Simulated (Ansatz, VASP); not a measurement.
# TaSi2: VASP beside Ansatz

```xyz
9
Lattice="4.7800 0.0000 0.0000 -2.3900 4.1396 0.0000 0.0000 0.0000 6.5640" Properties=species:S:1:pos:R:3 pbc="T T T"
Ta    2.3900    0.0000    3.2820
Ta    1.1950    2.0698    5.4700
Ta   -1.1950    2.0698    1.0940
Si    0.0000    1.3797    3.2820
Si    3.5851    0.6899    5.4700
Si    1.1951    3.4497    1.0940
Si    2.3900    2.7599    3.2820
Si   -1.1951    3.4497    5.4700
Si    1.1949    0.6899    1.0940
```

Alike in both runs: task single point; functional PBE; k mesh 12 × 12 × 6; occupations gaussian, width 0.05 eV; no spin polarisation.

|  | VASP | Ansatz |
| --- | --- | --- |
| version | VASP 6.6.1 | Ansatz 0.2.0 |
| potentials or method | VASP PAW PBE potentials, release 64 (Ta_pv, Si), cutoff 520 eV | scalar-relativistic, plane waves, PAW |
| valence electrons in the cell | 57 | 63 |

Ansatz gave:

```
pressure (GPa)                                                : 3.5
traceless stress, the component that is largest in VASP (GPa) : 1.83
rms of the force components (eV/Å)                            : 0.376
```

Task: Estimate VASP's values.

Result: Pressure (GPa): 3.6; traceless stress, the component that is largest in VASP (GPa): 1.85; rms of the force components (eV/Å): 0.378.

Atom by atom the forces differ by 0.002 eV/Å (rms over components). With one functional, cell and mesh, what is left measures potentials, basis and numerics. VASP's potentials hold 57 valence electrons a cell and Ansatz's 63, so a difference there can come from the potentials and not from the codes.

Spin-orbit coupling is off throughout.
